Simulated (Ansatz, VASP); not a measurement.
**BP: VASP beside Ansatz**

```
CELL_PARAMETERS angstrom
0.00000 2.26900 2.26900
2.26900 0.00000 2.26900
2.26900 2.26900 0.00000
ATOMIC_POSITIONS crystal
P 0.75000 0.75000 0.75000
B 0.00000 0.00000 0.00000
```

Alike in both runs: task single point; functional r2SCAN; dispersion D3(BJ); k mesh 10 × 10 × 10; occupations fermi-dirac, width 0.05 eV; no spin polarisation.

```csv
,VASP,Ansatz
version,VASP 6.6.1,Ansatz 0.2.0
potentials or method,"VASP PAW PBE potentials, release 64 (P, B)",Ansatz PAW
plane-wave cutoff (eV),520,500
valence electrons in the cell,8,8
```

|  | VASP | Ansatz | Ansatz less VASP |
| --- | --- | --- | --- |
| gap on the k mesh at the Fermi level (eV) | 1.45 | 1.42 | -0.030 |
| least direct gap on the mesh (eV) | 3.64 | 3.60 | -0.040 |
| pressure (GPa) | -2.7 | -2.2 | +0.51 |

VASP's potentials were made for PBE, not for r2SCAN.
